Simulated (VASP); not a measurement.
Wanted: the native input for a VASP 6.6.1 run.

```yaml
Task: relaxation of cell and atoms
Functional: PBEsol-based screened hybrid
Potentials_or_basis: VASP PAW PBE potentials, release 64 (Mg, B)
Cutoff: 600 eV
k_mesh: 5 × 5 × 5
Occupations: fermi-dirac, width 0.05 eV
Spin: no spin polarisation
Dipole_correction: no
Grid_for_exact_exchange_PRECFOCK: Normal
Share_of_exact_exchange: 0.25
Further_INCAR_settings: ALGO = Normal; EDIFF = 1e-06; IBRION = 2; EDIFFG = -0.01; NSW = 60; ISIF = 3
Screening_parameter: 0.207 1/Å
```

MgB:

```
Mg B
1.0
     2.89515    0.00000    0.00000
     0.00000    2.89515    0.00000
     0.00000    0.00000    2.89515
Mg B
1 1
Direct
  0.00000 0.00000 0.00000
  0.50000 0.50000 0.50000
```

These files were run (other wordings do the same):

POSCAR

```
MgB
1.0
    2.8951500000      0.0000000000      0.0000000000
    0.0000000000      2.8951500000      0.0000000000
    0.0000000000      0.0000000000      2.8951500000
Mg B
1 1
Direct
    0.0000000000      0.0000000000      0.0000000000
    0.5000000000      0.5000000000      0.5000000000
```

INCAR.step1

```
SYSTEM = MgB
  ALGO = Normal
  EDIFF = 1E-5
  ENCUT = 600
  GGA = PE
  ISMEAR = -1
  LASPH = .TRUE.
  LCHARG = .FALSE.
  LREAL = .FALSE.
  LWAVE = .TRUE.
  NBANDS = 10
  NELM = 80
  PREC = Accurate
  SIGMA = 0.05
```

INCAR.step2

```
SYSTEM = MgB
  AEXX = 0.25
  ALGO = Normal
  EDIFF = 1E-6
  EDIFFG = -0.01
  ENCUT = 600
  GGA = PS
  HFSCREEN = 0.207
  IBRION = 2
  ISIF = 3
  ISMEAR = -1
  ISTART = 1
  LASPH = .TRUE.
  LCHARG = .FALSE.
  LHFCALC = .TRUE.
  LREAL = .FALSE.
  LWAVE = .FALSE.
  NELM = 80
  NSW = 60
  PREC = Accurate
  PRECFOCK = Normal
  SIGMA = 0.05
```

KPOINTS

```
k-points
0
G
  5 5 5
  0 0 0
```

Potentials or basis: VASP PAW PBE potentials, release 64 (Mg, B).

Run with:

```sh
$ cat potpaw_PBE.64/Mg/POTCAR potpaw_PBE.64/B/POTCAR > POTCAR
$ cp INCAR.step1 INCAR
$ mpirun -np 1 vasp_std > vasp.out
$ cp INCAR.step2 INCAR
$ mpirun -np 1 vasp_std > vasp.out
```

It gave:

| Item | Value |
| --- | --- |
| Relaxed volume | 11.85 Å³/atom |
| Relaxed cell | a = 2.873 Å, b = 2.873 Å, c = 2.873 Å, α = 90.00°, β = 90.00°, γ = 90.00° |
| Space group after relaxing (to 0.05 Å) | Pm-3m (No. 221) |
| Energy gained by relaxing | 1.8 meV/atom |
| Ionic steps | 2 |
| Pressure after relaxing | 0.1 GPa |

Caveat: the k points lie up to 0.44 Å⁻¹ apart in the final cell; the PAW data sets were made with another functional, which shifts forces and pressure a little.

Run time: 91 s on 1 thread of AMD EPYC 9R45 96-Core Processor (Zen 5), on a shared host, peak memory 0.22 GiB.
